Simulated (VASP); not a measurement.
# Al (Fm-3m) in VASP: a series of runs

The runs below take Al through single point, with PBEsol.

Everything below comes from runs of VASP 6.6.1. Logs are shortened: lines on timing, memory, paths and dates and some standing lists are left out, and cuts for length are marked.

## Step 1: The cell of the first run

The structure is cubic, space group Fm-3m (No. 225). Conventional cell: a = 3.838 Å, b = 3.838 Å, c = 3.838 Å, α = 90.00°, β = 90.00°, γ = 90.00°. Within 3.6 Å of Al (site symmetry m-3m) lie 12 Al at 2.71 Å.

## Step 2: Single point, PBEsol

Contents of INCAR:

```
PREC     = Accurate       # precision mode
ENCUT    = 520            # plane-wave cutoff, eV
EDIFF    = 1E-7           # SCF threshold, eV
ISMEAR   = 0              # smearing method
SIGMA    = 0.1            # smearing width, eV
LREAL    = False          # projectors in reciprocal space
LASPH    = True           # aspherical terms in the spheres
NELM     = 80             # most SCF steps
ALGO     = Normal         # electronic algorithm
ISIF     = 2              # what is computed and relaxed
LWAVE    = False          # write WAVECAR
LCHARG   = False          # write CHGCAR
GGA      = PS             # functional
NBANDS   = 8              # bands
```

Contents of KPOINTS:

```
regular mesh
0
Gamma
  18 18 18
```

Contents of POSCAR:

```
Al
1.0
    0.0000000000      1.9188056342      1.9188056342
    1.9188056342      0.0000000000      1.9188056342
    1.9188056342      1.9188056342      0.0000000000
Al
1
Direct
    0.0000000000      0.0000000000      0.0000000000
```

Potentials or basis: VASP PAW PBE potentials, release 64 (Al).

Launch:

```bash
cat potpaw_PBE.64/Al/POTCAR > POTCAR
mpirun -np 1 vasp_std > vasp.out
```

OUTCAR:

```text
PREC = Accurate
   ENCUT = 520
   EDIFF = 1E-7
   ISMEAR = 0
   LREAL = False
   LASPH = True
   NELM = 80
   ISIF = 2
   GGA = PS

 ion  position               nearest neighbor table
   1  0.000  0.000  0.000-

  LATTYP: Found a face centered cubic cell.
 ALAT       =     3.8376112684

  Lattice vectors:

 A1 = (   0.0000000000,   1.9188056342,   1.9188056342)
 A2 = (   1.9188056342,   0.0000000000,   1.9188056342)
 A3 = (   1.9188056342,   1.9188056342,   0.0000000000)

Analysis of symmetry for initial positions (statically):
=====================================================================
 Subroutine PRICEL returns:
 Original cell was already a primitive cell.

 Routine SETGRP: Setting up the symmetry group for a
 face centered cubic supercell.

 Subroutine GETGRP returns: Found 48 space group operations
[... 9 lines left out ...]

 Routine SETGRP: Setting up the symmetry group for a
 face centered cubic supercell.

 Subroutine GETGRP returns: Found 48 space group operations
[... 11 lines left out ...]
                                     Primitive cell

  volume of cell :      14.1294

  direct lattice vectors                    reciprocal lattice vectors
     0.000000000  1.918805634  1.918805634    -0.260578764  0.260578764  0.260578764
     1.918805634  0.000000000  1.918805634     0.260578764 -0.260578764  0.260578764
     1.918805634  1.918805634  0.000000000     0.260578764  0.260578764 -0.260578764

  length of vectors
     2.713600951  2.713600951  2.713600951     0.451335658  0.451335658  0.451335658

  position of ions in fractional coordinates (direct lattice)
     0.000000000  0.000000000  0.000000000

  ion indices of the primitive-cell ions
   primitive index   ion index
                 1           1

----------------------------------------------------------------------------------------

 KPOINTS: regular mesh

Automatic generation of k-mesh.
 Grid dimensions read from file:
 generate k-points for:   18   18   18

 Generating k-lattice:

  Cartesian coordinates                     Fractional coordinates (reciprocal lattice)
    -0.014476598  0.014476598  0.014476598     0.055555556  0.000000000  0.000000000
     0.014476598 -0.014476598  0.014476598     0.000000000  0.055555556  0.000000000
     0.014476598  0.014476598 -0.014476598     0.000000000  0.000000000  0.055555556

  Length of vectors
     0.025074203  0.025074203  0.025074203

  Shift w.r.t. Gamma in fractional coordinates (k-lattice)
     0.000000000  0.000000000  0.000000000

 Subroutine IBZKPT returns following result:
 ===========================================

 Found    195 irreducible k-points:

 Following reciprocal coordinates:
            Coordinates               Weight
  0.000000  0.000000  0.000000      1.000000
  0.055556  0.000000  0.000000      8.000000
  0.111111  0.000000  0.000000      8.000000
  0.166667  0.000000  0.000000      8.000000
  0.222222  0.000000  0.000000      8.000000
  0.277778  0.000000  0.000000      8.000000
[... 16 lines left out ...]
 -0.277778  0.055556  0.000000     24.000000
 -0.222222  0.055556  0.000000     24.000000
 [... further k-points ...]
   k-points           NKPTS =    195   k-points in BZ     NKDIM =    195   number of bands    NBANDS=      8
   number of dos      NEDOS =    301   number of ions     NIONS =      1
   total plane-waves  NPLWV =   8000
   dimension x,y,z NGX =    20 NGY =   20 NGZ =   20
   dimension x,y,z NGXF=    40 NGYF=   40 NGZF=   40
   ions per type =               1
   NGX,Y,Z   is equivalent  to a cutoff of  12.25, 12.25, 12.25 a.u.
   NGXF,Y,Z  is equivalent  to a cutoff of  24.51, 24.51, 24.51 a.u.
 SYSTEM =  unknown system
   PREC   = accura    normal or accurate (medium, high low for compatibility)
   ISTART =      0    job   : 0-new  1-cont  2-samecut
   ICHARG =      2    charge: 1-file 2-atom 10-const
   ISPIN  =      1    spin polarized calculation?
   LNONCOLLINEAR =      F non collinear calculations
   LSORBIT =      F    spin-orbit coupling
   LASPH  =      T    aspherical Exc in radial PAW
   ENCUT  =  520.0 eV  38.22 Ry    6.18 a.u.   5.05  5.05  5.05*2*pi/ulx,y,z
   NELM   =     80;   NELMIN=  2; NELMDL= -5     # of ELM steps
   EDIFF  = 0.1E-06   stopping-criterion for ELM
   LREAL  =      F    real-space projection
   EDIFFG = 0.1E-05   stopping-criterion for IOM
   NSW    =      0    number of steps for IOM
   IBRION =     -1    ionic relax: 0-MD 1-quasi-New 2-CG
   NFREE  =      0    steps in history (QN), initial steepest desc. (CG)
   ISIF   =      2    stress and relaxation
   ISYM   =      2    0-nonsym 1-usesym 2-fastsym
   POTIM  = 0.5000    time-step for ionic-motion
   TEBEG  =    0.0;   TEEND  =   0.0 temperature during run
   PSTRESS=    0.0 pullay stress
   NELECT =       3.0000    total number of electrons
   NUPDOWN=      -1.0000    fix difference up-down
   EMIN   =  10.00;   EMAX   =-10.00  energy-range for DOS
   EFERMI =   0.00;   METHOD = LEGACY
   ISMEAR =     0;   SIGMA  =   0.10  broadening in eV -4-tet -1-fermi 0-gaus
   EFERMI_NEDOS =   21; number of points for ismear=-14 and -15
   IALGO  =     38    algorithm
   IMIX   =      4    mixing-type and parameters
     AMIX     =   0.40;   BMIX     =  1.00
     AMIX_MAG =   1.60;   BMIX_MAG =  1.00
  volume/ion in A,a.u.               =      14.13        95.35
  Fermi-wavevector in a.u.,A,eV,Ry     =   0.976654  1.845609 12.977970  0.953854
  Thomas-Fermi vector in A             =   2.107290
   LORBIT       =      0    0 simple, 1 ext, 2 COOP (PROOUT), +10 PAW based schemes
   GGA     = PS    functional components
   LHFCALC =     F    Hartree Fock is set to
   AEXX    =    0.0000 exact exchange contribution
   IVDW    =     0    specifies the selected vdW correction
   LEPSILON=     F    determine dielectric tensor
   LRPA    =     F    only Hartree local field effects (RPA)
 non-spin polarized calculation
 Gauss-broadening in eV      SIGMA  =   0.10
  energy-cutoff  :      520.00
  volume of cell :       14.13
 maximum number of plane-waves:       392
   NGX =  9   NGY =  9   NGZ =  9

 number of electron       3.0000000 magnetization

 Free energy of the ion-electron system (eV)
  ---------------------------------------------------
  ext. energy  EPLUGINS =         0.00000000
  ---------------------------------------------------
  free energy    TOTEN  =        -4.00499187 eV

  energy without entropy =       -4.00281906  energy(sigma->0) =       -4.00390546

 E-fermi :   9.6585     XC(G=0): -10.8362

 val. band max:        9.6257817749   @ k =   0.5000   0.4444   0.0556
 cond. band min:       9.7196596396   @ k =  -0.3333   0.4444   0.1111
 fundamental gap:      0.0938778647
 Fermi energy:         9.6585001159

 k-point     1 :       0.0000    0.0000    0.0000
  band No.  band energies     occupation
      1      -2.5812      2.00000
      2      23.1477      0.00000
      3      23.1477      0.00000
      4      23.1477      0.00000
      5      25.8953      0.00000
      6      25.8953      0.00000
      7      25.8953      0.00000
      8      27.3251      0.00000

 k-point     2 :       0.0556    0.0000    0.0000
  band No.  band energies     occupation
      1      -2.4883      2.00000
      2      21.6907      0.00000
      3      22.9428      0.00000
      4      22.9428      0.00000
      5      26.2177      0.00000
      6      26.2509      0.00000
      7      26.2509      0.00000
      8      28.3885      0.00000

 k-point     3 :       0.1111    0.0000    0.0000
  band No.  band energies     occupation
      1      -2.2099      2.00000
      2      19.3215      0.00000
      3      22.5255      0.00000
      4      22.5255      0.00000
      5      26.1049      0.00000
      6      27.1109      0.00000
      7      27.1109      0.00000
      8      29.1071      0.00000

 k-point     4 :       0.1667    0.0000    0.0000
  band No.  band energies     occupation
      1      -1.7475      2.00000
      2      16.8986      0.00000
      3      22.1152      0.00000
      4      22.1152      0.00000
      5      25.8449      0.00000
      6      27.6841      0.00000
      7      27.6841      0.00000
      8      28.4328      0.00000

 k-point     5 :       0.2222    0.0000    0.0000
  band No.  band energies     occupation
      1      -1.1030      2.00000
      2      14.5494      0.00000
      3      21.7962      0.00000
      4      21.7962      0.00000
      5      25.6012      0.00000
      6      26.5455      0.00000
      7      26.5455      0.00000
      8      29.7223      0.00000

 k-point     6 :       0.2778    0.0000    0.0000
  band No.  band energies     occupation
      1      -0.2796      2.00000
      2      12.3132      0.00000
      3      21.5969      0.00000
      4      21.5969      0.00000
      5      25.4434      0.00000
      6      25.4434      0.00000
      7      25.4449      0.00000
      8      29.8841      0.00000

 k-point     7 :       0.3333    0.0000    0.0000
  band No.  band energies     occupation
      1       0.7189      2.00000
      2      10.2085      0.00000
      3      21.5260      0.00000
      4      21.5260      0.00000
      5      24.4795      0.00000
      6      24.4795      0.00000
      7      25.4115      0.00000
      8      28.9008      0.00000
[... 133 lines left out ...]
 k-point    20 :      -0.4444    0.0556    0.0000
  band No.  band energies     occupation
      1       3.7600      2.00000
      2       5.9641      2.00000
      3      20.1009      0.00000
      4      21.3807      0.00000
      5      23.1585      0.00000
      6      23.4830      0.00000
      7      26.6583      0.00000
      8      28.0234      0.00000

 k-point    21 :      -0.3889    0.0556    0.0000
  band No.  band energies     occupation
      1       2.3919      2.00000
      2       7.7021      2.00000
      3      19.8349      0.00000
      4      21.9662      0.00000
      5      23.2451      0.00000
      6      23.7921      0.00000
      7      26.3751      0.00000
      8      28.6517      0.00000

 k-point    22 :      -0.3333    0.0556    0.0000
  band No.  band energies     occupation
      1       1.1698      2.00000
      2       9.6097      1.51004
      3      19.7147      0.00000
      4      22.5378      0.00000
      5      23.3181      0.00000
      6      24.5762      0.00000
      7      26.2128      0.00000
      8      29.4439      0.00000

 k-point    23 :      -0.2778    0.0556    0.0000
  band No.  band energies     occupation
      1       0.1147      2.00000
      2      11.6628      0.00000
      3      19.7439      0.00000
      4      22.7994      0.00000
      5      23.9907      0.00000
      6      25.4752      0.00000
      7      26.2178      0.00000
      8      30.2971      0.00000

 k-point    24 :      -0.2222    0.0556    0.0000
  band No.  band energies     occupation
      1      -0.7669      2.00000
      2      13.8477      0.00000
      3      19.9232      0.00000
      4      22.9737      0.00000
      5      25.0221      0.00000
      6      26.1419      0.00000
      7      26.7096      0.00000
      8      29.0902      0.00000

 [... further k-points ...]
[... 5 lines left out ...]
  --------------------------------------------------------------------------------------
  -------------------------------------------------------------------------------------
  Total        1.3313196      1.3313196      1.3313196     -0.0000000      0.0000000      0.0000000
  in kB      150.9628063    150.9628063    150.9628063     -0.0000000      0.0000000      0.0000000
  external PRESSURE =     150.9628063 kB  Pullay stress =       0.0000000 kB

 VOLUME and BASIS-vectors are now :
 -----------------------------------------------------------------------------
  energy-cutoff  :      520.00
  volume of cell :       14.13
      direct lattice vectors                 reciprocal lattice vectors
     0.000000000  1.918805634  1.918805634    -0.260578764  0.260578764  0.260578764
     1.918805634  0.000000000  1.918805634     0.260578764 -0.260578764  0.260578764
     1.918805634  1.918805634  0.000000000     0.260578764  0.260578764 -0.260578764

 POSITION                                       TOTAL-FORCE (eV/Angst)
 -----------------------------------------------------------------------------------
      0.00000      0.00000      0.00000         0.000000     -0.000000     -0.000000
 -----------------------------------------------------------------------------------
    total drift:                                0.000000      0.000000     -0.000000

  FREE ENERGIE OF THE ION-ELECTRON SYSTEM (eV)
  ---------------------------------------------------
  free  energy   TOTEN  =        -4.0049918678 eV

  energy  without entropy=       -4.0028190591  energy(sigma->0) =       -4.00390546
```

It took 15 s on 1 thread of Intel Xeon 8259CL, shared host; peak memory 0.13 GiB.

Results:

```yaml
Free_energy: -4.0050 eV
Pressure: 15.1 GPa
```

Caveat: the PAW data sets were made with another functional, which shifts forces and pressure a little.

(Part 1 of 2 ends here.)
